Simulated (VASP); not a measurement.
## C: relaxation of cell and atoms with PBEsol+D3(BJ)

The system is C.

```
C
1.0
     2.12732   -1.22828    0.00000
     2.12732    1.22828    0.00000
    -1.37907    0.00000    3.50283
C
2
Direct
  0.83336 0.83336 0.00009
  0.16664 0.16664 0.99991
```

```yaml
Program: VASP 6.6.1
Task: relaxation of cell and atoms
Functional: PBEsol
Dispersion: D3(BJ)
Potentials_or_basis: VASP PAW PBE potentials, release 64 (C)
Cutoff: 600 eV
k_mesh: 8 × 8 × 5, shifted
Occupations: fermi-dirac, width 0.1 eV
Spin: no spin polarisation
Dipole_correction: no
Further_INCAR_settings: ALGO = Normal; EDIFF = 1e-07; IBRION = 2; EDIFFG = -0.05; NSW = 80; ISIF = 3
```

The relaxed volume is 8.55 Å³/atom, the relaxed cell is a = 2.457 Å, b = 2.457 Å, c = 3.544 Å, α = 109.67°, β = 109.67°, γ = 60.15° and the space group after relaxing (to 0.05 Å) is C2/m (No. 12). The energy gained by relaxing is 3.9 meV/atom, the ionic steps are 14 and the pressure after relaxing is 0.1 GPa. The largest force after relaxing is 0.016 eV/Å. The band gap on the k mesh is 0.39 eV, direct and the dispersion energy per atom is -0.113 eV.

Forces on the atoms (eV/Å):
```
C    0.001  0.000  0.016
C   -0.001  0.000 -0.016
```

Stress tensor (GPa, compression positive):
```
 0.73  0.00 -0.02
 0.00 -0.43  0.00
-0.02  0.00  0.12
```

The path:
| step | energy change (eV) | largest force (eV/Å) | pressure (GPa) | volume (Å³) |
| --- | --- | --- | --- | --- |
| 1 | 0.0000 | 0.1476 | 0.43 | 18.31 |
| 2 | 0.0054 | 0.7551 | -2.79 | 18.37 |
| 3 | -0.0007 | 0.0783 | -0.42 | 18.32 |
| 4 | -0.0013 | 0.0706 | -1.52 | 18.28 |
| 5 | -0.0013 | 0.0692 | -1.61 | 18.28 |
| 6 | -0.0018 | 0.0683 | -1.46 | 18.23 |
| 7 | -0.0031 | 0.0654 | -1.01 | 18.08 |
| 8 | -0.0049 | 0.0591 | -0.06 | 17.78 |
| 9 | -0.0054 | 0.0462 | 2.04 | 17.19 |
| 10 | -0.0058 | 0.0513 | 1.10 | 17.44 |
| 11 | -0.0064 | 0.0446 | 0.94 | 17.39 |
| 12 | -0.0075 | 0.0242 | 0.46 | 17.21 |
| 13 | -0.0068 | 0.0412 | -0.46 | 16.86 |
| 14 | -0.0078 | 0.0157 | 0.14 | 17.09 |

Final structure:
```
C
1.0
     2.12609   -1.23125   -0.00016
     2.12609    1.23125   -0.00016
    -1.37852    0.00000    3.26513
C
2
Direct
  0.83350 0.83350 0.00005
  0.16650 0.16650 0.99995
```

Levels at points of the mesh, in eV from the valence-band top:
```
           k point  band 1  band 2  band 3  band 4  band 5  band 6  band 7  band 8
(0.06, 0.06, 0.00)  -19.52   -6.29   -3.23   -3.05    4.55    8.60    8.85   11.21
```

Wall time 58 s on 1 thread of Intel(R) Xeon(R) 6975P-C (Granite Rapids) (shared host), peak memory 0.14 GiB.

Caveat: the PAW data sets were made with another functional, which shifts forces and pressure a little; the relaxation stopped at a loose force limit of 0.05 eV/Å, so its end isn't a converged minimum. A k mesh can miss the band edges.
